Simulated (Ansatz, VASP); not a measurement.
# One calculation of BAs, two programs

The input INCAR:

```
AGGAC = 1.0 ; AGGAX = 1.0
ALDAC = 0.0 ; ALDAX = 1.0
ALGO = Normal ; EDIFF = 1E-6
ENCUT = 520 ; GGA = B5
ISIF = 2 ; ISMEAR = -1
IVDW = 13 ; LASPH = T
LCHARG = T ; LELF = T
LREAL = F ; LVHAR = T
LWAVE = F ; NBANDS = 11
NELM = 60 ; PREC = Accurate
SIGMA = 0.05 ; VDW_A1 = 0.44488865
VDW_A2 = 4.0933009 ; VDW_S6 = 1.0
VDW_S8 = 2.34076671
```

File KPOINTS:

```
k-points
0
Gamma
  10 10 10
```

File POSCAR:

```
BAs
1.0
    0.0000000000      2.4043183418      2.4043183418
    2.4043183418      0.0000000000      2.4043183418
    2.4043183418      2.4043183418      0.0000000000
As B
1 1
Direct
    0.7500000000      0.7500000000      0.7500000000
    0.0000000000      0.0000000000      0.0000000000
```

input.yaml

```yaml
crystal:
  lattice:
    - [0.0, 2.4043183418, 2.4043183418]
    - [2.4043183418, 0.0, 2.4043183418]
    - [2.4043183418, 2.4043183418, 0.0]
  atoms:
    - { symbol: As, position: [0.75, 0.75, 0.75] }
    - { symbol: B, position: [0.0, 0.0, 0.0] }
hamiltonian:
  xc: blyp
  pseudopotentials: { kind: paw }
  dispersion: d4
kpoints:
  mp_grid: { grid: [10, 10, 10] }
scf:
  occupations: { method: fermi_dirac, width: 0.05 }
output:
  forces: true
  stress: true
  eigenvalues: true
  write_density: true
  write_potential: true
  elf: true
  volumetric_format: npy
```

Alike in both runs: task single point; functional BLYP; dispersion D4; k mesh 10 × 10 × 10; occupations fermi-dirac, width 0.05 eV; no spin polarisation.

|  | VASP | Ansatz |
| --- | --- | --- |
| version | VASP 6.6.1 | Ansatz 0.2.0 |
| potentials or method | VASP PAW PBE potentials, release 64 (As, B) | Ansatz PAW |
| plane-wave cutoff (eV) | 520 | 420 |
| valence electrons in the cell | 8 | 18 |

VASP gave:

```
gap on the k mesh at the Fermi level (eV) : 1.42
least direct gap on the mesh (eV)         : 3.35
pressure (GPa)                            : -2.8
```

Which values does Ansatz return?

gap on the k mesh at the Fermi level (eV): 1.43; least direct gap on the mesh (eV): 3.34; pressure (GPa): -3.6.

VASP's potentials were made for PBE, not for BLYP. VASP's potentials hold 8 valence electrons a cell and Ansatz's 18, so a difference there can come from the potentials and not from the codes.
